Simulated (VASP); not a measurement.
Here is a VASP 6.6.1 calculation.

Contents of INCAR:

```
PREC = Accurate
ENCUT = 500
EDIFF = 1E-7
ISMEAR = 0
SIGMA = 0.15
LREAL = F
LASPH = T
NELM = 200
ALGO = Normal
ISIF = 3
LWAVE = F
LCHARG = F
GGA = PE
IBRION = 2
NSW = 36
EDIFFG = -0.08
GGA_COMPAT = F
NELMIN = 4
LMAXMIX = 6
```

KPOINTS

```
regular mesh
0
Gamma
  2 2 2
```

POSCAR

```
PrYSe3
1.0
    3.5860540700      2.0704092800      3.7594054900
   -3.5860540700      2.0704092800      3.7594054900
    0.0000000000     -4.1408185600      3.7594054900
Pr Y Se
1 1 3
Direct
    0.1321384600      0.1321384600      0.1321384600
    0.4266840100      0.4266840100      0.4266840100
    0.5303807100      0.9878887700      0.5303807100
    0.5303807100      0.5303807100      0.9878887700
    0.9878887700      0.5303807100      0.5303807100
```

Potentials or basis: VASP PAW PBE potentials, release 64 (Pr_3, Y_sv, Se), 4f in core.

Command:

```sh
$ cat potpaw_PBE.64/Pr_3/POTCAR potpaw_PBE.64/Y_sv/POTCAR potpaw_PBE.64/Se/POTCAR > POTCAR
$ mpirun -np 1 vasp_std > vasp.out
```

(1) What does it give for the relaxed volume?

(2) What does it give for the band gap on the k mesh?

(3) Predict the relaxed cell.

Results:

(1) 35.35 Å³/atom.

(2) 1.55 eV (least direct gap 1.86 eV).

(3) a = 5.619 Å, b = 5.619 Å, c = 5.619 Å, α = 87.13°, β = 87.13°, γ = 87.13°.

Caveat: the k points lie up to 0.56 Å⁻¹ apart in the final cell; spin-orbit coupling is left out, which moves the levels of the heavy elements; the 4f electrons are frozen in the core, so they carry no moment and show no levels.
